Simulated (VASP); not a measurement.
# RbBr (Pm-3m) in VASP: settings compared

Aim: see how the results for RbBr move with the level of theory and the settings. Levels: PBE, PBE-based screened hybrid with 50 % exact exchange, PBE-based screened hybrid with 5 % exact exchange, PBE-based screened hybrid with 75 % exact exchange, HSE06. Tasks: single point.

Program: VASP 6.6.1. These are calculated values, not measurements. Logs are shortened: lines on timing, memory, paths and dates and some standing lists are left out, and cuts for length are marked.

## Step 1: The cell of the first run

Symmetry: Pm-3m, No. 221, cubic system. Conventional cell: a = 4.124 Å, b = 4.124 Å, c = 4.124 Å, α = 90.00°, β = 90.00°, γ = 90.00°. Rb (site symmetry m-3m) has 8 Br at 3.57 Å and 6 Rb at 4.12 Å within 4.7 Å. Br (site symmetry m-3m) has 8 Rb at 3.57 Å and 6 Br at 4.12 Å within 4.7 Å.

## Step 2: Single point, PBE

Input file INCAR:

```
SYSTEM = RbBr
PREC = Accurate
ENCUT = 520
EDIFF = 1E-6
ISMEAR = 0
SIGMA = 0.01
LREAL = .FALSE.
LASPH = .TRUE.
NELM = 100
ALGO = Normal
ISIF = 2
LWAVE = .FALSE.
LCHARG = .FALSE.
GGA = PE
NBANDS = 15
```

Input file KPOINTS:

```
Automatic mesh
0
G
  4 4 4
  0 0 0
```

Input file POSCAR:

```
RbBr
1.0
    4.1242532581      0.0000000000      0.0000000000
    0.0000000000      4.1242532581      0.0000000000
    0.0000000000      0.0000000000      4.1242532581
Rb Br
1 1
Direct
    0.0000000000      0.0000000000      0.0000000000
    0.5000000000      0.5000000000      0.5000000000
```

Potentials or basis: VASP PAW PBE potentials, release 64 (Rb_sv, Br).

On the command line:

```console
$ cat potpaw_PBE.64/Rb_sv/POTCAR potpaw_PBE.64/Br/POTCAR > POTCAR
$ mpirun -np 1 vasp_std > vasp.out
```

OUTCAR:

```text
SYSTEM = RbBr
   PREC = Accurate
   ENCUT = 520
   EDIFF = 1E-6
   ISMEAR = 0
   LREAL = .FALSE.
   LASPH = .TRUE.
   NELM = 100
   ISIF = 2
   GGA = PE

 ion  position               nearest neighbor table
   1  0.000  0.000  0.000-   2 3.57   2 3.57   2 3.57   2 3.57   2 3.57   2 3.57   2 3.57   2 3.57

   2  0.500  0.500  0.500-   1 3.57   1 3.57   1 3.57   1 3.57   1 3.57   1 3.57   1 3.57   1 3.57

  LATTYP: Found a simple cubic cell.
 ALAT       =     4.1242532581

  Lattice vectors:

 A1 = (   4.1242532581,   0.0000000000,   0.0000000000)
 A2 = (   0.0000000000,   4.1242532581,   0.0000000000)
 A3 = (   0.0000000000,   0.0000000000,   4.1242532581)

Analysis of symmetry for initial positions (statically):
=====================================================================
 Subroutine PRICEL returns:
 Original cell was already a primitive cell.

 Routine SETGRP: Setting up the symmetry group for a
 simple cubic supercell.

 Subroutine GETGRP returns: Found 48 space group operations
 (whereof 48 operations were pure point group operations)
 out of a pool of 48 trial point group operations.

The static configuration has the point symmetry O_h .

Analysis of symmetry for dynamics (positions and initial velocities):
=====================================================================
 Subroutine PRICEL returns:
 Original cell was already a primitive cell.

 Routine SETGRP: Setting up the symmetry group for a
 simple cubic supercell.

 Subroutine GETGRP returns: Found 48 space group operations
 (whereof 48 operations were pure point group operations)
 out of a pool of 48 trial point group operations.

The dynamic configuration has the point symmetry O_h .

 Subroutine INISYM returns: Found 48 space group operations
 (whereof 48 operations are pure point group operations),
 and found     1 'primitive' translations

----------------------------------------------------------------------------------------

                                     Primitive cell

  volume of cell :      70.1513

  direct lattice vectors                    reciprocal lattice vectors
     4.124253258  0.000000000  0.000000000     0.242468136  0.000000000  0.000000000
     0.000000000  4.124253258  0.000000000     0.000000000  0.242468136  0.000000000
     0.000000000  0.000000000  4.124253258     0.000000000  0.000000000  0.242468136

  length of vectors
     4.124253258  4.124253258  4.124253258     0.242468136  0.242468136  0.242468136

  position of ions in fractional coordinates (direct lattice)
     0.000000000  0.000000000  0.000000000
     0.500000000  0.500000000  0.500000000

  ion indices of the primitive-cell ions
   primitive index   ion index
                 1           1
                 2           2

----------------------------------------------------------------------------------------

 KPOINTS: Automatic mesh

Automatic generation of k-mesh.
 Grid dimensions read from file:
 generate k-points for:    4    4    4

 Generating k-lattice:

  Cartesian coordinates                     Fractional coordinates (reciprocal lattice)
     0.060617034  0.000000000  0.000000000     0.250000000  0.000000000  0.000000000
     0.000000000  0.060617034  0.000000000     0.000000000  0.250000000  0.000000000
     0.000000000  0.000000000  0.060617034     0.000000000  0.000000000  0.250000000

  Length of vectors
     0.060617034  0.060617034  0.060617034

  Shift w.r.t. Gamma in fractional coordinates (k-lattice)
     0.000000000  0.000000000  0.000000000

 Subroutine IBZKPT returns following result:
 ===========================================

 Found     10 irreducible k-points:

 Following reciprocal coordinates:
            Coordinates               Weight
  0.000000  0.000000  0.000000      1.000000
  0.250000  0.000000  0.000000      6.000000
  0.500000  0.000000  0.000000      3.000000
  0.250000  0.250000  0.000000     12.000000
  0.500000  0.250000  0.000000     12.000000
  0.500000  0.500000  0.000000      3.000000
  0.250000  0.250000  0.250000      8.000000
  0.500000  0.250000  0.250000     12.000000
  0.500000  0.500000  0.250000      6.000000
  0.500000  0.500000  0.500000      1.000000
   k-points           NKPTS =     10   k-points in BZ     NKDIM =     10   number of bands    NBANDS=     15
   number of dos      NEDOS =    301   number of ions     NIONS =      2
   total plane-waves  NPLWV =  32768
   dimension x,y,z NGX =    32 NGY =   32 NGZ =   32
   dimension x,y,z NGXF=    64 NGYF=   64 NGZF=   64
   ions per type =               1   1
   NGX,Y,Z   is equivalent  to a cutoff of  12.90, 12.90, 12.90 a.u.
   NGXF,Y,Z  is equivalent  to a cutoff of  25.80, 25.80, 25.80 a.u.
 SYSTEM =  RbBr
   PREC   = accura    normal or accurate (medium, high low for compatibility)
   ISTART =      0    job   : 0-new  1-cont  2-samecut
   ICHARG =      2    charge: 1-file 2-atom 10-const
   ISPIN  =      1    spin polarized calculation?
   LNONCOLLINEAR =      F non collinear calculations
   LSORBIT =      F    spin-orbit coupling
   LASPH  =      T    aspherical Exc in radial PAW
   ENCUT  =  520.0 eV  38.22 Ry    6.18 a.u.   7.67  7.67  7.67*2*pi/ulx,y,z
   NELM   =    100;   NELMIN=  2; NELMDL= -5     # of ELM steps
   EDIFF  = 0.1E-05   stopping-criterion for ELM
   LREAL  =      F    real-space projection
   EDIFFG = 0.1E-04   stopping-criterion for IOM
   NSW    =      0    number of steps for IOM
   IBRION =     -1    ionic relax: 0-MD 1-quasi-New 2-CG
   NFREE  =      0    steps in history (QN), initial steepest desc. (CG)
   ISIF   =      2    stress and relaxation
   ISYM   =      2    0-nonsym 1-usesym 2-fastsym
   POTIM  = 0.5000    time-step for ionic-motion
   TEBEG  =    0.0;   TEEND  =   0.0 temperature during run
   PSTRESS=    0.0 pullay stress
   NELECT =      16.0000    total number of electrons
   NUPDOWN=      -1.0000    fix difference up-down
   EMIN   =  10.00;   EMAX   =-10.00  energy-range for DOS
   EFERMI =   0.00;   METHOD = LEGACY
   ISMEAR =     0;   SIGMA  =   0.01  broadening in eV -4-tet -1-fermi 0-gaus
   EFERMI_NEDOS =   21; number of points for ismear=-14 and -15
   IALGO  =     38    algorithm
   IMIX   =      4    mixing-type and parameters
     AMIX     =   0.40;   BMIX     =  1.00
     AMIX_MAG =   1.60;   BMIX_MAG =  1.00
  volume/ion in A,a.u.               =      35.08       236.70
  Fermi-wavevector in a.u.,A,eV,Ry     =   1.000237  1.890173 13.612271  1.000474
  Thomas-Fermi vector in A             =   2.132580
   LORBIT       =      0    0 simple, 1 ext, 2 COOP (PROOUT), +10 PAW based schemes
   GGA     = PE    functional components
   LHFCALC =     F    Hartree Fock is set to
   AEXX    =    0.0000 exact exchange contribution
   IVDW    =     0    specifies the selected vdW correction
   LEPSILON=     F    determine dielectric tensor
   LRPA    =     F    only Hartree local field effects (RPA)
 non-spin polarized calculation
 Gauss-broadening in eV      SIGMA  =   0.01
  energy-cutoff  :      520.00
  volume of cell :       70.15
 maximum number of plane-waves:      1924
 NGX is ok and might be reduce to    32
   NGX = 15   NGY = 15   NGZ = 15

 number of electron      16.0000002 magnetization

 Free energy of the ion-electron system (eV)
  ---------------------------------------------------
  ext. energy  EPLUGINS =         0.00000000
  ---------------------------------------------------
  free energy    TOTEN  =        -5.99266748 eV

  energy without entropy =       -5.99266748  energy(sigma->0) =       -5.99266748

 E-fermi :  -0.6058     XC(G=0):  -7.9339

 val. band max:       -0.6556238565   @ k =   0.5000   0.5000   0.0000
 cond. band min:       3.4277349502   @ k =   0.0000   0.0000   0.0000
 fundamental gap:      4.0833588067
 Fermi energy:        -0.6057582311

 k-point     1 :       0.0000    0.0000    0.0000
  band No.  band energies     occupation
      1     -25.7611      2.00000
      2     -13.2752      2.00000
      3      -9.7441      2.00000
      4      -9.7441      2.00000
      5      -9.7441      2.00000
      6      -0.8094      2.00000
      7      -0.8094      2.00000
      8      -0.8094      2.00000
      9       3.4277      0.00000
     10       4.9202      0.00000
     11       4.9202      0.00000
     12       9.2744      0.00000
     13       9.2744      0.00000
     14       9.2744      0.00000
     15      11.9980      0.00000

 k-point     2 :       0.2500    0.0000    0.0000
  band No.  band energies     occupation
      1     -25.7508      2.00000
      2     -13.2722      2.00000
      3      -9.8147      2.00000
      4      -9.7204      2.00000
      5      -9.7204      2.00000
      6      -1.7153      2.00000
      7      -0.8458      2.00000
      8      -0.8458      2.00000
      9       4.7143      0.00000
     10       5.3815      0.00000
     11       6.1276      0.00000
     12       9.0758      0.00000
     13       9.0758      0.00000
     14       9.6030      0.00000
     15       9.8185      0.00000

 k-point     3 :       0.5000    0.0000    0.0000
  band No.  band energies     occupation
      1     -25.7405      2.00000
      2     -13.2722      2.00000
      3      -9.8736      2.00000
      4      -9.6965      2.00000
      5      -9.6965      2.00000
      6      -2.3793      2.00000
      7      -0.8846      2.00000
      8      -0.8846      2.00000
      9       6.2265      0.00000
     10       6.4470      0.00000
     11       6.9899      0.00000
     12       8.0547      0.00000
     13       9.1947      0.00000
     14       9.1947      0.00000
     15      10.0633      0.00000
[... 91 lines left out ...]
 k-point     9 :       0.5000    0.5000    0.2500
  band No.  band energies     occupation
      1     -25.7126      2.00000
      2     -13.0321      2.00000
      3     -10.0119      2.00000
      4     -10.0119      2.00000
      5      -9.8198      2.00000
      6      -1.8514      2.00000
      7      -1.8514      2.00000
      8      -1.4086      2.00000
      9       5.7910      0.00000
     10       7.1071      0.00000
     11       7.3268      0.00000
     12       7.3268      0.00000
     13       9.5188      0.00000
     14       9.5188      0.00000
     15      11.2489      0.00000

 k-point    10 :       0.5000    0.5000    0.5000
  band No.  band energies     occupation
      1     -25.7036      2.00000
      2     -12.9782      2.00000
      3      -9.9692      2.00000
      4      -9.9692      2.00000
      5      -9.9692      2.00000
      6      -1.9951      2.00000
      7      -1.9951      2.00000
      8      -1.9951      2.00000
      9       7.5791      0.00000
     10       7.5791      0.00000
     11       7.5791      0.00000
     12       8.7084      0.00000
     13       8.7084      0.00000
     14       8.7084      0.00000
     15      11.4807      0.00000

------------------------ aborting loop because EDIFF is reached ----------------------------------------

  FORCE on cell =-STRESS in cart. coord.  units (eV):
  Direction    XX          YY          ZZ          XY          YZ          ZX
  --------------------------------------------------------------------------------------
  -------------------------------------------------------------------------------------
  Total        0.3854622      0.3854622      0.3854622      0.0000000      0.0000000     -0.0000000
  in kB        8.8035204      8.8035204      8.8035204      0.0000000      0.0000000     -0.0000000
  external PRESSURE =       8.8035204 kB  Pullay stress =       0.0000000 kB

 VOLUME and BASIS-vectors are now :
 -----------------------------------------------------------------------------
  energy-cutoff  :      520.00
  volume of cell :       70.15
      direct lattice vectors                 reciprocal lattice vectors
     4.124253258  0.000000000  0.000000000     0.242468136  0.000000000  0.000000000
     0.000000000  4.124253258  0.000000000     0.000000000  0.242468136  0.000000000
     0.000000000  0.000000000  4.124253258     0.000000000  0.000000000  0.242468136

 POSITION                                       TOTAL-FORCE (eV/Angst)
 -----------------------------------------------------------------------------------
      0.00000      0.00000      0.00000         0.000000      0.000000      0.000000
      2.06213      2.06213      2.06213         0.000000      0.000000      0.000000
 -----------------------------------------------------------------------------------
    total drift:                                0.000000      0.000000     -0.000000

  FREE ENERGIE OF THE ION-ELECTRON SYSTEM (eV)
  ---------------------------------------------------
  free  energy   TOTEN  =        -5.9926674798 eV

  energy  without entropy=       -5.9926674798  energy(sigma->0) =       -5.99266748
```

Wall time 6.9 s (1 thread of Intel Xeon 6975P-C (Granite Rapids), shared host); peak memory 0.18 GiB.

What came out:

```yaml
Free_energy: -5.9927 eV
Pressure: 0.9 GPa
Band_gap_on_the_k_mesh: 4.08 eV (least direct gap 4.24 eV)
```

Levels at points of the mesh, in eV from the valence-band top:
| k point | band 4 | band 5 | band 6 | band 7 | band 8 | band 9 | band 10 | band 11 | band 12 | band 13 |
| --- | --- | --- | --- | --- | --- | --- | --- | --- | --- | --- |
| (0.00, 0.00, 0.00) | -9.09 | -9.09 | -0.15 | -0.15 | -0.15 | 4.08 | 5.58 | 5.58 | 9.93 | 9.93 |
| (0.50, 0.00, 0.00) | -9.04 | -9.04 | -1.72 | -0.23 | -0.23 | 6.88 | 7.10 | 7.65 | 8.71 | 9.85 |
| (0.50, 0.50, 0.00) | -9.40 | -9.01 | -1.05 | -1.05 | 0.00 | 5.31 | 6.22 | 7.96 | 7.96 | 10.82 |
| (0.50, 0.50, 0.50) | -9.31 | -9.31 | -1.34 | -1.34 | -1.34 | 8.23 | 8.23 | 8.23 | 9.36 | 9.36 |

A k mesh can miss the band edges.

(Continued in part 2 of 3.)
